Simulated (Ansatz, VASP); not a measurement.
# Be3B2Cl3 in VASP and in Ansatz

The input INCAR:

```
SYSTEM = Be3B2Cl3
  ALGO = Normal
  EDIFF = 1E-7
  EDIFFG = -0.01
  ENCUT = 600
  GGA = PE
  IBRION = 2
  ISIF = 3
  ISMEAR = 0
  LASPH = .TRUE.
  LCHARG = .FALSE.
  LREAL = .FALSE.
  LWAVE = .FALSE.
  NELM = 100
  NSW = 100
  PREC = Accurate
  SIGMA = 0.1
```

KPOINTS

```
k-points
0
G
  6 6 8
  0 0 0
```

The input POSCAR:

```
Be3B2Cl3
1.0
    6.7376168254      0.0000000000      0.0000000000
   -3.3688084127      5.8349473318      0.0000000000
    0.0000000000      0.0000000000      4.6690921067
Be B Cl
3 2 3
Direct
    0.5000000000      0.0000000000      0.5000000000
    0.0000000000      0.5000000000      0.5000000000
    0.5000000000      0.5000000000      0.5000000000
    0.3333333333      0.6666666667      0.0000000000
    0.6666666667      0.3333333333      0.0000000000
    0.5000000000      0.0000000000      0.0000000000
    0.0000000000      0.5000000000      0.0000000000
    0.5000000000      0.5000000000      0.0000000000
```

Input for Ansatz:

```yaml
crystal:
  lattice:
    - [6.7376168254, 0.0, 0.0]
    - [-3.3688084127, 5.8349473318, 0.0]
    - [0.0, 0.0, 4.6690921067]
  atoms:
    - { symbol: Be, position: [0.5, 0.0, 0.5] }
    - { symbol: Be, position: [0.0, 0.5, 0.5] }
    - { symbol: Be, position: [0.5, 0.5, 0.5] }
    - { symbol: B, position: [0.3333333333, 0.6666666667, 0.0] }
    - { symbol: B, position: [0.6666666667, 0.3333333333, 0.0] }
    - { symbol: Cl, position: [0.5, 0.0, 0.0] }
    - { symbol: Cl, position: [0.0, 0.5, 0.0] }
    - { symbol: Cl, position: [0.5, 0.5, 0.0] }
basis:
  ecutwfc: 420
kpoints:
  mp_grid: { grid: [6, 6, 8] }
hamiltonian:
  xc: pbe
scf:
  occupations: { method: gaussian, width: 0.1 }
output:
  forces: true
  stress: true
  eigenvalues: true
relax:
  adjacent_minimum: "off"
  f_tol: 0.01
  max_steps: 80
  cell: { stress_tol: 0.05 }
```

Alike in both runs: task relaxation of cell and atoms; functional PBE; k mesh 6 × 6 × 8; occupations gaussian, width 0.1 eV; no spin polarisation.

|  | VASP | Ansatz |
| --- | --- | --- |
| version | VASP 6.6.1 | Ansatz 0.2.0 |
| potentials or method | VASP PAW PBE potentials, release 64 (Be, B, Cl), cutoff 600 eV | scalar-relativistic, plane waves, PAW |
| valence electrons in the cell | 33 | 33 |

Ansatz gave:

- gap on the k mesh at the Fermi level, each at its own relaxed structure (eV): none
- relaxed volume (Å³/atom): 23.42
- relaxed cell length with the largest relative difference (Å): 4.925

**Question.** Estimate VASP's values.

**Answer.** gap on the k mesh at the Fermi level, each at its own relaxed structure (eV): none; relaxed volume (Å³/atom): 23.80; relaxed cell length with the largest relative difference (Å): 5.016.

A gap of «none» marks a metal or a gap that the smearing closes.
